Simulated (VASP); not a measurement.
The system is InCu2.

```
In Cu
1.0
     4.29430    0.00000    0.00000
    -2.14715    3.71897    0.00000
     0.00000    0.00000    5.23280
In Cu
2 4
Cartesian
  0.0000 2.4793 3.9246
  2.1472 1.2397 1.3082
  0.0000 2.4793 1.3082
  2.1472 1.2397 3.9246
  0.0000 0.0000 0.0000
  0.0000 0.0000 2.6164
```

```yaml
Program: VASP 6.6.1
Task: relaxation of cell and atoms
Functional: LDA
Potentials_or_basis: VASP PAW LDA potentials, release 64 (In_d, Cu)
Cutoff: 600 eV
k_mesh: 9 × 9 × 6
Occupations: fermi-dirac, width 0.05 eV
Spin: no spin polarisation
```

At the start: pressure 2.4 GPa; volume 13.93 Å³/atom.

How do energy, volume and symmetry change on relaxing?

Over 10 steps the energy falls by 2.8 meV/atom and the volume is 14.17 Å³/atom (+1.7 %); space group P6_3/mmc (No. 194, to 0.1 Å) before and after.

The path:
```tsv
step	energy change (eV)	largest force (eV/Å)	pressure (GPa)	volume (Å³)
1	0.0000	0.0000	2.43	83.57
2	-0.0104	0.0000	-1.80	86.14
3	-0.0160	0.0000	-0.33	85.17
4	-0.0160	0.0000	-0.19	85.13
5	-0.0166	0.0000	0.21	84.95
6	-0.0166	0.0000	-0.01	84.97
7	-0.0166	0.0000	-0.01	84.96
8	-0.0166	0.0000	-0.01	84.96
9	-0.0166	0.0000	0.07	84.97
10	-0.0166	0.0000	-0.03	84.99
```

Final structure:
```xyz
6
Lattice="4.3354 0.0000 0.0000 -2.1677 3.7546 0.0000 0.0000 0.0000 5.2215" Properties=species:S:1:pos:R:3 pbc="T T T"
In    0.0000    2.5030    3.9162
In    2.1677    1.2515    1.3054
Cu    0.0000    2.5030    1.3054
Cu    2.1677    1.2515    3.9162
Cu    0.0000    0.0000    0.0000
Cu    0.0000    0.0000    2.6108
```
